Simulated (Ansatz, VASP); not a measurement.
# Ge2Sb3Se: VASP beside Ansatz

```xyz
6
Lattice="-3.2606 3.2606 4.1527 3.2606 -3.2606 4.1527 3.2606 3.2606 -4.1527" Properties=species:S:1:pos:R:3 pbc="T T T"
Ge    0.0000    0.0000    6.2893
Ge    0.0000    0.0000    2.0162
Sb    0.0000    3.2606    2.0764
Sb    3.2606    0.0000    2.0764
Sb    0.0000    0.0000    0.0000
Se    0.0000    0.0000    4.1527
```

Alike in both runs: task single point; functional PBE; k mesh 4 × 4 × 4; occupations gaussian, width 0.1 eV; no spin polarisation.

|  | VASP | Ansatz |
| --- | --- | --- |
| version | VASP 6.6.1 | Ansatz 0.2.0 |
| potentials or method | VASP PAW PBE potentials, release 64 (Ge_d, Sb, Se), cutoff 520 eV | scalar-relativistic, plane waves, PAW |
| valence electrons in the cell | 49 | 89 |

Ansatz gave:

| Item | Value |
| --- | --- |
| gap on the k mesh at the Fermi level (eV) | none |
| pressure (GPa) | 19.1 |
| traceless stress, the component that is largest in VASP (GPa) | 45.60 |
| rms of the force components (eV/Å) | 2.981 |

What did VASP give for the same quantities?

gap on the k mesh at the Fermi level (eV): none; pressure (GPa): 19.0; traceless stress, the component that is largest in VASP (GPa): 45.35; rms of the force components (eV/Å): 2.963.

Atom by atom the forces differ by 0.018 eV/Å (rms over components). A gap of «none» marks a metal or a gap that the smearing closes. VASP's potentials hold 49 valence electrons a cell and Ansatz's 89, so a difference there can come from the potentials and not from the codes.

Neither program's run includes spin-orbit coupling.
